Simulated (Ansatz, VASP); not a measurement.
**Two plane-wave programs on Ti4O**

```
Ti O
1.0
     2.86791    0.00000    0.00000
    -1.43396    2.48369    0.00000
     0.00000    0.00000   26.02492
Ti O
4 1
Direct
  0.66667 0.33333 0.32661
  0.33333 0.66667 0.41659
  0.00000 0.00000 0.50803
  0.66667 0.33333 0.59211
  0.33333 0.66667 0.67381
```

Alike in both runs: task single point; functional PBEsol; k mesh 12 × 12 × 1; occupations gaussian, width 0.1 eV; no spin polarisation.

```csv
,VASP,Ansatz
version,VASP 6.6.1,Ansatz 0.2.0
potentials or method,"VASP PAW PBE potentials, release 64 (Ti_sv, O), cutoff 520 eV","scalar-relativistic, plane waves, PAW"
valence electrons in the cell,54,54
```

```csv
,VASP,Ansatz,Ansatz less VASP
gap on the k mesh at the Fermi level (eV),none,none,-
rms of the force components (eV/Å),1.551,1.559,+0.0080
```

VASP's potentials were made for PBE, not for PBEsol. Atom by atom the forces differ by 0.009 eV/Å (rms over components). A gap of «none» marks a metal or a gap that the smearing closes. With one functional, cell and mesh, what is left measures potentials, basis and numerics. Ansatz's warnings: xc potential rough in thin density.
